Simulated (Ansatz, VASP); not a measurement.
**Two plane-wave programs on ZnS**

```
Zn S
1.0
     0.00000    2.70465    2.70465
     2.70465    0.00000    2.70465
     2.70465    2.70465    0.00000
Zn S
1 1
Direct
  0.00000 0.00000 0.00000
  0.75000 0.75000 0.75000
```

Alike in both runs: task electric field gradients; functional PBEsol; k mesh 9 × 9 × 9; occupations fermi-dirac, width 0.01 eV; no spin polarisation.

|  | VASP | Ansatz |
| --- | --- | --- |
| version | VASP 6.6.1 | Ansatz 0.2.0 |
| potentials or method | VASP PAW PBE potentials, release 64 (Zn, S) | PAW with Ansatz's default frozen-core files, scalar-relativistic |
| plane-wave cutoff (eV) | 520 | 420 |
| valence electrons in the cell | 18 | 18 |

```tsv
	VASP	Ansatz	Ansatz less VASP
gap on the k mesh at the Fermi level (eV)	1.97	1.96	-0.006
pressure (GPa)	-2.0	-2.2	-0.18
```

VASP's potentials were made for PBE, not for PBEsol.
